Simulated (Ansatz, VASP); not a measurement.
## ZnSeS: VASP beside Ansatz

INCAR

```
  PREC = Accurate
  ENCUT = 600
  EDIFF = 1E-7
  ISMEAR = 0
  SIGMA = 0.1
  LREAL = False
  LASPH = True
  NELM = 100
  ALGO = Normal
  ISIF = 3
  LWAVE = False
  LCHARG = False
  GGA = PE
  IBRION = 2
  NSW = 90
  EDIFFG = -0.04
```

The input KPOINTS:

```
Automatic mesh
0
Gamma
  6 6 4
```

File POSCAR:

```
ZnSeS
1.0
    4.0556143300      0.0000000000      0.0000000000
   -2.0278071600      3.5122650400      0.0000000000
    0.0000000000      0.0000000000      5.3463071900
Zn Se S
1 1 1
Direct
    0.0000000000      0.0000000000      0.5000000000
    0.6666666700      0.3333333300      0.5000000000
    0.0000000000      0.0000000000      0.0000000000
```

Input for Ansatz:

```yaml
crystal:
  lattice:
    - [4.05561433, 0.0, 0.0]
    - [-2.02780716, 3.51226504, 0.0]
    - [0.0, 0.0, 5.34630719]
  atoms:
    - { symbol: Zn, position: [0.0, 0.0, 0.5] }
    - { symbol: Se, position: [0.66666667, 0.33333333, 0.5] }
    - { symbol: S, position: [0.0, 0.0, 0.0] }
basis:
  ecutwfc: 420
kpoints:
  mp_grid: { grid: [6, 6, 4] }
hamiltonian:
  xc: pbe
scf:
  occupations: { method: gaussian, width: 0.1 }
  lower_state_search: "off"
output:
  forces: true
  stress: true
  eigenvalues: true
relax:
  adjacent_minimum: "off"
  f_tol: 0.04
  max_steps: 70
  cell: { stress_tol: 0.4 }
```

Alike in both runs: task relaxation of cell and atoms; functional PBE; k mesh 6 × 6 × 4; occupations gaussian, width 0.1 eV; no spin polarisation.

```csv
,VASP,Ansatz
version,VASP 6.6.1,Ansatz 0.2.0
potentials or method,"VASP PAW PBE potentials, release 64 (Zn, Se, S), cutoff 600 eV","scalar-relativistic, plane waves, PAW"
valence electrons in the cell,24,34
```

|  | VASP | Ansatz | Ansatz less VASP |
| --- | --- | --- | --- |
| gap on the k mesh at the Fermi level, each at its own relaxed structure (eV) | none | none | - |
| relaxed volume (Å³/atom) | 25.41 | 25.24 | -0.164 |
| relaxed length of the cell vector where the two differ most in proportion (Å) | 4.334 | 4.316 | -0.0179 |

A gap of «none» marks a metal or a gap that the smearing closes. VASP's potentials hold 24 valence electrons a cell and Ansatz's 34, so a difference there can come from the potentials and not from the codes.
